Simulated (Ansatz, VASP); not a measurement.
## One calculation of SiC, two programs

```
Si C
1.0
     0.00000    2.17817    2.17817
     2.17817    0.00000    2.17817
     2.17817    2.17817    0.00000
Si C
1 1
Direct
  0.00000 0.00000 0.00000
  0.75000 0.75000 0.75000
```

Alike in both runs: functional r2SCAN; k mesh 18 × 18 × 18; occupations fermi-dirac, width 0.1 eV; no spin polarisation.

Ansatz relaxed the structure, and its values are those at the end. VASP's run is a single point on that final structure, the one shown.

```csv
,VASP,Ansatz
version,VASP 6.6.1,Ansatz 0.2.0
potentials or method,"VASP PAW PBE potentials, release 64 (Si, C)","PAW with Ansatz's default frozen-core files, scalar-relativistic"
plane-wave cutoff (eV),520,500
valence electrons in the cell,8,8
```

```csv
,VASP,Ansatz,Ansatz less VASP
pressure (GPa),-0.2,0.0,+0.18
```

VASP's potentials were made for PBE, not for r2SCAN.
